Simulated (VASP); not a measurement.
MgF2:

```xyz
6
Lattice="4.6976 0.0000 0.0000 0.0000 4.6976 0.0000 0.0000 0.0000 3.0931" Properties=species:S:1:pos:R:3 pbc="T T T"
Mg    0.0000    0.0000    0.0000
Mg    2.3488    2.3488    1.5465
F     1.4260    1.4260    0.0000
F     0.9228    3.7748    1.5465
F     3.2716    3.2716    0.0000
F     3.7748    0.9228    1.5465
```

| Quantity | Value |
| --- | --- |
| Program | VASP 6.6.1 |
| Task | relaxation of cell and atoms |
| Functional | LDA |
| Potentials or basis | VASP PAW LDA potentials, release 64 (Mg, F) |
| Cutoff | 600 eV |
| k mesh | 6 × 6 × 8 |
| Occupations | gaussian, width 0.02 eV |
| Spin | no spin polarisation |

At the start: pressure -10.1 GPa; volume 11.38 Å³/atom.

Task: Where does the relaxation end?

Result: Over 7 steps the energy falls by 39.8 meV/atom and the volume is 10.23 Å³/atom (-10.1 %); space group P4_2/mnm (No. 136, to 0.1 Å) before and after.

Step by step:
```
step  energy change (eV)  largest force (eV/Å)  pressure (GPa)  volume (Å³)
   1              0.0000                0.0717          -10.12        68.26
   2             -0.2338                0.1586            0.20        61.40
   3             -0.2340                0.1529           -0.08        61.53
   4             -0.2385                0.0406           -0.01        61.39
   5             -0.2389                0.0085            0.05        61.33
   6             -0.2389                0.0055            0.05        61.33
   7             -0.2390                0.0033           -0.02        61.36
```

Final structure:
```cif
data_structure
_symmetry_space_group_name_H-M 'P 1'
_symmetry_Int_Tables_number 1
_cell_length_a 4.5242
_cell_length_b 4.5242
_cell_length_c 2.9980
_cell_angle_alpha 90.000
_cell_angle_beta 90.000
_cell_angle_gamma 90.000
_cell_volume 61.36
loop_
_atom_site_label
_atom_site_type_symbol
_atom_site_fract_x
_atom_site_fract_y
_atom_site_fract_z
_atom_site_occupancy
Mg1 Mg 0.00000 0.00000 0.00000 1
Mg2 Mg 0.50000 0.50000 0.50000 1
F1 F 0.30254 0.30254 0.00000 1
F2 F 0.19746 0.80254 0.50000 1
F3 F 0.69746 0.69746 0.00000 1
F4 F 0.80254 0.19746 0.50000 1
```
